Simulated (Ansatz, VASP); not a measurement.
# Sc3Al2: VASP beside Ansatz

```
Sc Al
1.0
     5.08628    0.00000    0.00000
     0.00000    5.08628    0.00000
     0.00000    0.00000    5.08628
Sc Al
3 2
Cartesian
  2.5431 0.0000 0.0000
  0.0000 2.5431 0.0000
  0.0000 0.0000 2.5431
  0.0000 0.0000 0.0000
  2.5431 2.5431 2.5431
```

Alike in both runs: functional PBE; k mesh 8 × 8 × 8; occupations gaussian, width 0.1 eV; no spin polarisation.

Ansatz relaxed the structure, and its values are those at the end. VASP's run is a single point on that final structure, the one shown.

|  | VASP | Ansatz |
| --- | --- | --- |
| version | VASP 6.6.1 | Ansatz 0.2.0 |
| potentials or method | VASP PAW PBE potentials, release 64 (Sc_sv, Al), cutoff 520 eV | scalar-relativistic, plane waves, PAW |
| valence electrons in the cell | 39 | 39 |

Ansatz gave:

```
gap on the k mesh at the Fermi level (eV) : none
pressure (GPa)                            : 0.0
```

What did VASP give for the same quantities?

gap on the k mesh at the Fermi level (eV): none; pressure (GPa): 0.1.

A gap of «none» marks a metal or a gap that the smearing closes.
